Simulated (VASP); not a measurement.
# Ba (R-3m) in VASP: a series of runs

Runs on Ba. Level: PBEsol. Tasks: single point.

Everything below comes from runs of VASP 6.6.1. Logs are shortened: lines on timing, memory, paths and dates and some standing lists are left out, and cuts for length are marked.

### 1 The cell of the first run

Symmetry: R-3m, No. 166, trigonal system. The conventional cell has a = 6.211 Å, b = 6.211 Å, c = 5.400 Å, α = 90.00°, β = 90.00°, γ = 120.00°. Within 5.3 Å of Ba (site symmetry -3m) lie 12 Ba at 4.01 to 5.08 Å.

### 2 Single point, PBEsol

Input file INCAR:

```
  PREC = Accurate
  ENCUT = 520
  EDIFF = 1E-7
  ISMEAR = 0
  SIGMA = 0.15
  LREAL = F
  LASPH = T
  NELM = 100
  ALGO = Fast
  ISIF = 2
  LWAVE = F
  LCHARG = F
  GGA = PS
  NBANDS = 11
```

Input file KPOINTS:

```
Automatic mesh
0
Gamma
  14 14 14
```

Input file POSCAR:

```
Ba
1.0
    3.9669954981     -0.4245124334     -0.4245124334
   -0.4245124334      3.9669954981     -0.4245124334
   -0.4245124334     -0.4245124334      3.9669954981
Ba
1
Direct
    0.0000000000      0.0000000000      0.0000000000
```

Potentials or basis: VASP PAW PBE potentials, release 64 (Ba_sv).

On the command line:

```console
$ cat potpaw_PBE.64/Ba_sv/POTCAR > POTCAR
$ mpirun -np 1 vasp_std > vasp.out
```

OUTCAR:

```text
PREC = Accurate
   ENCUT = 520
   EDIFF = 1E-7
   ISMEAR = 0
   LREAL = F
   LASPH = T
   NELM = 100
   ISIF = 2
   GGA = PS

 ion  position               nearest neighbor table
   1  0.000  0.000  0.000-

  LATTYP: Found a trigonal (rhomboedric) cell.
 ALAT       =     4.0121658608
 COS(alpha) =    -0.1980352222

  Lattice vectors:

 A1 = (   3.9669954981,  -0.4245124334,  -0.4245124334)
 A2 = (  -0.4245124334,   3.9669954981,  -0.4245124334)
 A3 = (  -0.4245124334,  -0.4245124334,   3.9669954981)

Analysis of symmetry for initial positions (statically):
=====================================================================
 Subroutine PRICEL returns:
 Original cell was already a primitive cell.

 Routine SETGRP: Setting up the symmetry group for a
 trigonal (rhombohedral) supercell.

 Subroutine GETGRP returns: Found 12 space group operations
 (whereof 12 operations were pure point group operations)
 out of a pool of 12 trial point group operations.

The static configuration has the point symmetry D_3d.

Analysis of symmetry for dynamics (positions and initial velocities):
=====================================================================
 Subroutine PRICEL returns:
 Original cell was already a primitive cell.

 Routine SETGRP: Setting up the symmetry group for a
 trigonal (rhombohedral) supercell.

 Subroutine GETGRP returns: Found 12 space group operations
 (whereof 12 operations were pure point group operations)
 out of a pool of 12 trial point group operations.

The dynamic configuration has the point symmetry D_3d.

 Subroutine INISYM returns: Found 12 space group operations
 (whereof 12 operations are pure point group operations),
 and found     1 'primitive' translations

----------------------------------------------------------------------------------------

                                     Primitive cell

  volume of cell :      60.1311

  direct lattice vectors                    reciprocal lattice vectors
     3.966995498 -0.424512433 -0.424512433     0.258715287  0.031003072  0.031003072
    -0.424512433  3.966995498 -0.424512433     0.031003072  0.258715287  0.031003072
    -0.424512433 -0.424512433  3.966995498     0.031003072  0.031003072  0.258715287

  length of vectors
     4.012165861  4.012165861  4.012165861     0.262404231  0.262404231  0.262404231

  position of ions in fractional coordinates (direct lattice)
     0.000000000  0.000000000  0.000000000

  ion indices of the primitive-cell ions
   primitive index   ion index
                 1           1

----------------------------------------------------------------------------------------

 KPOINTS: Automatic mesh

Automatic generation of k-mesh.
 Grid dimensions read from file:
 generate k-points for:   14   14   14

 Generating k-lattice:

  Cartesian coordinates                     Fractional coordinates (reciprocal lattice)
     0.018479663  0.002214505  0.002214505     0.071428571  0.000000000  0.000000000
     0.002214505  0.018479663  0.002214505     0.000000000  0.071428571  0.000000000
     0.002214505  0.002214505  0.018479663     0.000000000  0.000000000  0.071428571

  Length of vectors
     0.018743159  0.018743159  0.018743159

  Shift w.r.t. Gamma in fractional coordinates (k-lattice)
     0.000000000  0.000000000  0.000000000

 Subroutine IBZKPT returns following result:
 ===========================================

 Found    288 irreducible k-points:

 Following reciprocal coordinates:
            Coordinates               Weight
  0.000000  0.000000  0.000000      1.000000
  0.071429 -0.000000 -0.000000      6.000000
  0.142857 -0.000000 -0.000000      6.000000
  0.214286  0.000000  0.000000      6.000000
  0.285714 -0.000000 -0.000000      6.000000
  0.357143 -0.000000 -0.000000      6.000000
[... 16 lines left out ...]
  0.214286  0.142857  0.000000     12.000000
  0.285714  0.142857 -0.000000     12.000000
 [... further k-points ...]
   k-points           NKPTS =    288   k-points in BZ     NKDIM =    288   number of bands    NBANDS=     11
   number of dos      NEDOS =    301   number of ions     NIONS =      1
   total plane-waves  NPLWV =  27000
   dimension x,y,z NGX =    30 NGY =   30 NGZ =   30
   dimension x,y,z NGXF=    60 NGYF=   60 NGZF=   60
   ions per type =               1
   NGX,Y,Z   is equivalent  to a cutoff of  12.43, 12.43, 12.43 a.u.
   NGXF,Y,Z  is equivalent  to a cutoff of  24.86, 24.86, 24.86 a.u.
 SYSTEM =  unknown system
   PREC   = accura    normal or accurate (medium, high low for compatibility)
   ISTART =      0    job   : 0-new  1-cont  2-samecut
   ICHARG =      2    charge: 1-file 2-atom 10-const
   ISPIN  =      1    spin polarized calculation?
   LNONCOLLINEAR =      F non collinear calculations
   LSORBIT =      F    spin-orbit coupling
   LASPH  =      T    aspherical Exc in radial PAW
   ENCUT  =  520.0 eV  38.22 Ry    6.18 a.u.   7.46  7.46  7.46*2*pi/ulx,y,z
   NELM   =    100;   NELMIN=  2; NELMDL= -5     # of ELM steps
   EDIFF  = 0.1E-06   stopping-criterion for ELM
   LREAL  =      F    real-space projection
   EDIFFG = 0.1E-05   stopping-criterion for IOM
   NSW    =      0    number of steps for IOM
   IBRION =     -1    ionic relax: 0-MD 1-quasi-New 2-CG
   NFREE  =      0    steps in history (QN), initial steepest desc. (CG)
   ISIF   =      2    stress and relaxation
   ISYM   =      2    0-nonsym 1-usesym 2-fastsym
   POTIM  = 0.5000    time-step for ionic-motion
   TEBEG  =    0.0;   TEEND  =   0.0 temperature during run
   PSTRESS=    0.0 pullay stress
   NELECT =      10.0000    total number of electrons
   NUPDOWN=      -1.0000    fix difference up-down
   EMIN   =  10.00;   EMAX   =-10.00  energy-range for DOS
   EFERMI =   0.00;   METHOD = LEGACY
   ISMEAR =     0;   SIGMA  =   0.15  broadening in eV -4-tet -1-fermi 0-gaus
   EFERMI_NEDOS =   21; number of points for ismear=-14 and -15
   IALGO  =     68    algorithm
   IMIX   =      4    mixing-type and parameters
     AMIX     =   0.40;   BMIX     =  1.00
     AMIX_MAG =   1.60;   BMIX_MAG =  1.00
  volume/ion in A,a.u.               =      60.13       405.78
  Fermi-wavevector in a.u.,A,eV,Ry     =   0.900275  1.701272 11.027448  0.810495
  Thomas-Fermi vector in A             =   2.023212
   LORBIT       =      0    0 simple, 1 ext, 2 COOP (PROOUT), +10 PAW based schemes
   GGA     = PS    functional components
   LHFCALC =     F    Hartree Fock is set to
   AEXX    =    0.0000 exact exchange contribution
   IVDW    =     0    specifies the selected vdW correction
   LEPSILON=     F    determine dielectric tensor
   LRPA    =     F    only Hartree local field effects (RPA)
 non-spin polarized calculation
 RMM-DIIS sequential band-by-band and
 Gauss-broadening in eV      SIGMA  =   0.15
  energy-cutoff  :      520.00
  volume of cell :       60.13
 maximum number of plane-waves:      1651
 NGX is ok and might be reduce to    30

 number of electron      10.0000000 magnetization

 number of electron       9.9999998 magnetization

 Free energy of the ion-electron system (eV)
  ---------------------------------------------------
  ext. energy  EPLUGINS =         0.00000000
  ---------------------------------------------------
  free energy    TOTEN  =        -1.97047680 eV

  energy without entropy =       -1.95821370  energy(sigma->0) =       -1.96434525

 E-fermi :   1.6212     XC(G=0):  -7.6495

 val. band max:        1.6098352860   @ k =   0.5000   0.3571   0.3571
 cond. band min:       1.6395414660   @ k =   0.4286   0.2857   0.2857
 fundamental gap:      0.0297061800
 Fermi energy:         1.6211929771

 k-point     1 :       0.0000    0.0000    0.0000
  band No.  band energies     occupation
      1     -27.2976      2.00000
      2     -12.1824      2.00000
      3     -12.1147      2.00000
      4     -12.1147      2.00000
      5      -1.0404      2.00000
      6       2.2094      0.00000
      7       2.2094      0.00000
      8       5.3704      0.00000
      9       5.9361      0.00000
     10       5.9361      0.00000
     11       8.4652      0.00000

 k-point     2 :       0.0714   -0.0000   -0.0000
  band No.  band energies     occupation
      1     -27.2949      2.00000
      2     -12.1962      2.00000
      3     -12.1359      2.00000
      4     -12.1131      2.00000
      5      -0.9559      2.00000
      6       2.2173      0.00000
      7       2.2589      0.00000
      8       5.2928      0.00000
      9       5.8280      0.00000
     10       5.8820      0.00000
     11       8.6019      0.00000

 k-point     3 :       0.1429   -0.0000   -0.0000
  band No.  band energies     occupation
      1     -27.2874      2.00000
      2     -12.2767      2.00000
      3     -12.1512      2.00000
      4     -12.1086      2.00000
      5      -0.7177      2.00000
      6       2.2355      0.00000
      7       2.3807      0.00000
      8       5.1063      0.00000
      9       5.5946      0.00000
     10       5.8548      0.00000
     11       8.8749      0.00000

 k-point     4 :       0.2143    0.0000    0.0000
  band No.  band energies     occupation
      1     -27.2766      2.00000
      2     -12.4121      2.00000
      3     -12.1495      2.00000
      4     -12.1021      2.00000
      5      -0.3682      2.00000
      6       2.2496      0.00000
      7       2.4987      0.00000
      8       5.0102      0.00000
      9       5.3795      0.00000
     10       5.9040      0.00000
     11       8.7870      0.00000
[... 239 lines left out ...]
 k-point    22 :       0.1429    0.1429    0.0000
  band No.  band energies     occupation
      1     -27.2765      2.00000
      2     -12.3015      2.00000
      3     -12.2554      2.00000
      4     -12.1246      2.00000
      5      -0.2706      2.00000
      6       2.2881      0.00000
      7       2.3498      0.00000
      8       5.4368      0.00000
      9       5.5056      0.00000
     10       5.9341      0.00000
     11       8.6467      0.00000

 k-point    23 :       0.2143    0.1429    0.0000
  band No.  band energies     occupation
      1     -27.2656      2.00000
      2     -12.4167      2.00000
      3     -12.2712      2.00000
      4     -12.1198      2.00000
      5       0.1067      2.00000
      6       2.2940      0.00000
      7       2.4702      0.00000
      8       5.3115      0.00000
      9       5.5931      0.00000
     10       5.8034      0.00000
     11       8.0853      0.00000

 k-point    24 :       0.2857    0.1429   -0.0000
  band No.  band energies     occupation
      1     -27.2537      2.00000
      2     -12.5591      2.00000
      3     -12.2627      2.00000
      4     -12.1129      2.00000
      5       0.4919      2.00000
      6       2.2815      0.00000
      7       2.5920      0.00000
      8       5.1942      0.00000
      9       5.5695      0.00000
     10       5.7844      0.00000
     11       7.7547      0.00000

 [... further k-points ...]

------------------------ aborting loop because EDIFF is reached ----------------------------------------

  FORCE on cell =-STRESS in cart. coord.  units (eV):
  Direction    XX          YY          ZZ          XY          YZ          ZX
  --------------------------------------------------------------------------------------
  -------------------------------------------------------------------------------------
  Total       -0.0996759     -0.0996759     -0.0996759     -0.3163417     -0.3163417     -0.3163417
  in kB       -2.6558360     -2.6558360     -2.6558360     -8.4288368     -8.4288368     -8.4288368
  external PRESSURE =      -2.6558360 kB  Pullay stress =       0.0000000 kB

 VOLUME and BASIS-vectors are now :
 -----------------------------------------------------------------------------
  energy-cutoff  :      520.00
  volume of cell :       60.13
      direct lattice vectors                 reciprocal lattice vectors
     3.966995498 -0.424512433 -0.424512433     0.258715287  0.031003072  0.031003072
    -0.424512433  3.966995498 -0.424512433     0.031003072  0.258715287  0.031003072
    -0.424512433 -0.424512433  3.966995498     0.031003072  0.031003072  0.258715287

 POSITION                                       TOTAL-FORCE (eV/Angst)
 -----------------------------------------------------------------------------------
      0.00000      0.00000      0.00000        -0.000000      0.000000      0.000000
 -----------------------------------------------------------------------------------
    total drift:                               -0.000000      0.000000     -0.000000

  FREE ENERGIE OF THE ION-ELECTRON SYSTEM (eV)
  ---------------------------------------------------
  free  energy   TOTEN  =        -1.9704767997 eV

  energy  without entropy=       -1.9582136977  energy(sigma->0) =       -1.96434525
```

It took 83 s on 1 thread of AMD EPYC 9R45 (Zen 5), shared host; peak memory 0.28 GiB.

What came out:

```
Free energy            : -1.9705 eV
Pressure               : -0.3 GPa
Band gap on the k mesh : zero (band 5 reaches 1.94 eV, above the bottom of band 6 at 1.15 eV)
```

Caveat: the PAW data sets were made with another functional, which shifts forces and pressure a little; spin-orbit coupling is left out, which moves the levels of the heavy elements.

### 3 Single point, PBEsol

Input file INCAR:

```
SYSTEM = Ba
PREC     = Accurate       ! precision mode
ENCUT    = 520            ! plane-wave cutoff, eV
EDIFF    = 1E-6           ! SCF threshold, eV
ISMEAR   = 0              ! smearing method
SIGMA    = 0.15           ! smearing width, eV
LREAL    = .False.        ! projectors in reciprocal space
LASPH    = .True.         ! aspherical terms in the spheres
NELM     = 100            ! most SCF steps
ALGO     = Fast           ! electronic algorithm
ISIF     = 2              ! what is computed and relaxed
LWAVE    = .False.        ! write WAVECAR
LCHARG   = .False.        ! write CHGCAR
GGA      = PS             ! functional
NBANDS   = 11             ! bands
```

Input file KPOINTS:

```
regular mesh
0
Gamma
  14 14 14
  0 0 0
```

Input file POSCAR:

```
Ba
1.0
    3.9712437203      0.4774809165      0.4774809165
    0.4774809165      3.9712437203      0.4774809165
    0.4774809165      0.4774809165      3.9712437203
Ba
1
Direct
    0.0000000000      0.0000000000      0.0000000000
```

Potentials or basis: VASP PAW PBE potentials, release 64 (Ba_sv).

On the command line:

```console
$ cat potpaw_PBE.64/Ba_sv/POTCAR > POTCAR
$ mpirun -np 1 vasp_std > vasp.out
```

Wall time 67 s (1 thread of AMD EPYC 9R45 (Zen 5), shared host); peak memory 0.28 GiB.

It converged, with:

```
Free energy            : -1.9605 eV
Pressure               : -0.1 GPa
Band gap on the k mesh : zero (band 5 reaches 1.78 eV, above the bottom of band 6 at 1.63 eV)
```

Stress tensor (GPa, compression positive):
```
-0.09  0.79  0.79
 0.79 -0.09  0.79
 0.79  0.79 -0.09
```

Levels at points of the mesh, in eV from the Fermi level:
| k point | band 3 | band 4 | band 5 | band 6 | band 7 | band 8 |
| --- | --- | --- | --- | --- | --- | --- |
| (0.00, 0.00, 0.00) | -13.81 | -13.75 | -2.70 | 0.55 | 0.55 | 3.97 |
| (0.50, 0.00, 0.00) | -13.78 | -13.75 | -0.92 | 0.72 | 0.93 | 3.35 |
| (0.50, 0.50, 0.00) | -14.21 | -13.75 | -0.89 | 0.04 | 2.58 | 3.86 |
| (0.50, 0.50, 0.50) | -14.11 | -14.11 | -0.75 | 0.75 | 0.75 | 3.12 |

Caveat: the PAW data sets were made with another functional, which shifts forces and pressure a little; spin-orbit coupling is left out, which moves the levels of the heavy elements.

### 4 Single point, PBEsol

This run uses another cell than the first one, of the same volume but with other edges.

Input file INCAR:

```
ALGO = Fast ; EDIFF = 1E-6
ENCUT = 520 ; GGA = PS
ISIF = 2 ; ISMEAR = 0
LASPH = T ; LCHARG = T
LELF = T ; LREAL = F
LVHAR = T ; LWAVE = F
NBANDS = 11 ; NELM = 100
PREC = Accurate ; SIGMA = 0.15
```

Input file KPOINTS:

```
k-points
0
Gamma
  14 14 14
```

Input file POSCAR:

```
Ba
1.0
    4.0256387278     -0.6193290351     -0.6193290351
   -0.6193290351      4.0256387278     -0.6193290351
   -0.6193290351     -0.6193290351      4.0256387278
Ba
1
Direct
    0.0000000000      0.0000000000      0.0000000000
```

On the command line:

```console
$ cat potpaw_PBE.64/Ba_sv/POTCAR > POTCAR
$ mpirun -np 1 vasp_std > vasp.out
```

Run time: 66 s. Hardware: 1 thread of AMD EPYC 9R45 (Zen 5), shared host; peak memory 0.29 GiB.

The run converged. Its results:

```yaml
Free_energy: -2.0841 eV
Pressure: -0.2 GPa
Band_gap_on_the_k_mesh: zero (band 5 reaches 2.03 eV, above the bottom of band 6 at 1.10 eV)
```

Stress tensor (GPa, compression positive):
```
-0.19 -0.87 -0.87
-0.87 -0.19 -0.87
-0.87 -0.87 -0.19
```

Levels at points of the mesh, in eV from the Fermi level:
```
           k point  band 3  band 4  band 5  band 6  band 7  band 8
(0.00, 0.00, 0.00)  -13.68  -13.68   -2.75    1.19    1.19    2.84
(0.50, 0.00, 0.00)  -13.77  -13.68   -0.95    0.58    1.10    3.71
(0.50, 0.50, 0.00)  -14.00  -13.68   -0.87    0.61    1.87    3.25
(0.50, 0.50, 0.50)  -14.20  -13.95   -0.57   -0.57    3.37    4.14
```

Caveat: the PAW data sets were made with another functional, which shifts forces and pressure a little; spin-orbit coupling is left out, which moves the levels of the heavy elements.

(Part 1 of 2 ends here.)
